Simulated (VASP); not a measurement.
Wanted: the native input for a VASP 6.6.1 run.

```
Task                   : single point
Functional             : PBEsol
Potentials or basis    : VASP PAW PBE potentials, release 64 (Mg)
Cutoff                 : 520 eV
k mesh                 : 20 × 20 × 20
Occupations            : gaussian, width 0.1 eV
Spin                   : no spin polarisation
Dipole correction      : no
Further INCAR settings : ALGO = Normal; EDIFF = 1e-06; NBANDS = 7
```

The structure of Mg lies in POSCAR:

```
Mg
1.0
   -1.4215679224      1.4215679224      1.4215012841
    1.4215679224     -1.4215679224      1.4215012841
    1.4215679224      1.4215679224     -1.4215012841
Mg
1
Direct
    0.0000000000      0.0000000000      0.0000000000
```

This isn't the form of Mg at room conditions, which is hcp.

These files were run (other wordings do the same):

INCAR

```
PREC = Accurate
ENCUT = 520
EDIFF = 1E-6
ISMEAR = 0
SIGMA = 0.1
LREAL = F
LASPH = T
NELM = 60
ALGO = Normal
ISIF = 2
LWAVE = F
LCHARG = F
GGA = PS
NBANDS = 7
```

KPOINTS

```
Automatic mesh
0
Gamma
  20 20 20
```

Potentials or basis: VASP PAW PBE potentials, release 64 (Mg).

Run with:

```bash
$ cat potpaw_PBE.64/Mg/POTCAR > POTCAR
$ mpirun -np 1 vasp_std > vasp.out
```

Results of the run:

```
Pressure               : 92.3 GPa
Band gap on the k mesh : zero (bands 1 and 2 overlap by 4.75 eV)
```

Caveat: the cell stands under pressure; the PAW data sets were made with another functional, which shifts forces and pressure a little.

It took 42 s on 1 thread of Intel Xeon 8259CL (shared host), peak memory 0.16 GiB.
